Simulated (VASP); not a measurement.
## AlN: relaxation of cell and atoms with PBEsol

The system is AlN.

```
Al N
1.0
     0.00000    2.18399    2.18399
     2.18399    0.00000    2.18399
     2.18399    2.18399    0.00000
Al N
1 1
Direct
  0.00000 0.00000 0.00000
  0.25000 0.25000 0.25000
```

| Quantity | Value |
| --- | --- |
| Program | VASP 6.6.1 |
| Task | relaxation of cell and atoms |
| Functional | PBEsol |
| Potentials or basis | VASP PAW PBE potentials, release 64 (Al, N) |
| Cutoff | 600 eV |
| k mesh | 14 × 14 × 14 |
| Occupations | fermi-dirac, width 0.1 eV |
| Spin | no spin polarisation |
| Dipole correction | no |
| Further INCAR settings | ALGO = Normal; EDIFF = 1e-07; IBRION = 2; EDIFFG = -0.002; NSW = 100; ISIF = 3 |

```
Relaxed volume                         : 10.48 Å³/atom
Relaxed cell                           : a = 3.095 Å, b = 3.095 Å, c = 3.095 Å, α = 60.00°, β = 60.00°, γ = 60.00°
Space group after relaxing (to 0.05 Å) : F-43m (No. 216)
Energy gained by relaxing              : 0.2 meV/atom
Ionic steps                            : 3
Pressure after relaxing                : 0.0 GPa
Band gap on the k mesh                 : 3.18 eV, indirect (least direct gap 4.08 eV)
```

Step by step:
```csv
step,energy change (eV),largest force (eV/Å),pressure (GPa),volume (Å³)
1,0.0000,0.0000,1.21,20.83
2,-0.0001,0.0000,-1.08,21.07
3,-0.0005,0.0000,0.01,20.96
```

Final structure:
```
CELL_PARAMETERS angstrom
0.00000 2.18829 2.18829
2.18829 0.00000 2.18829
2.18829 2.18829 0.00000
ATOMIC_POSITIONS crystal
Al 0.00000 0.00000 0.00000
N 0.25000 0.25000 0.25000
```

Levels at points of the mesh, in eV from the valence-band top:
```csv
k point,band 1,band 2,band 3,band 4,band 5,band 6,band 7,band 8
"(0.00, 0.00, 0.00)",-14.92,0.00,0.00,0.00,4.08,12.41,12.41,12.41
"(0.50, 0.00, 0.00)",-12.86,-5.89,-0.48,-0.48,7.23,9.73,11.00,11.00
"(0.50, 0.50, 0.00)",-12.22,-4.93,-1.78,-1.78,3.18,8.45,13.79,15.55
```

It took 32 s on 1 thread of AMD EPYC 9R45 96-Core Processor (Zen 5) (shared host), peak memory 0.14 GiB.

Caveat: the PAW data sets were made with another functional, which shifts forces and pressure a little. Expect the measured gap to be larger: semilocal functionals such as PBEsol lack the derivative discontinuity.
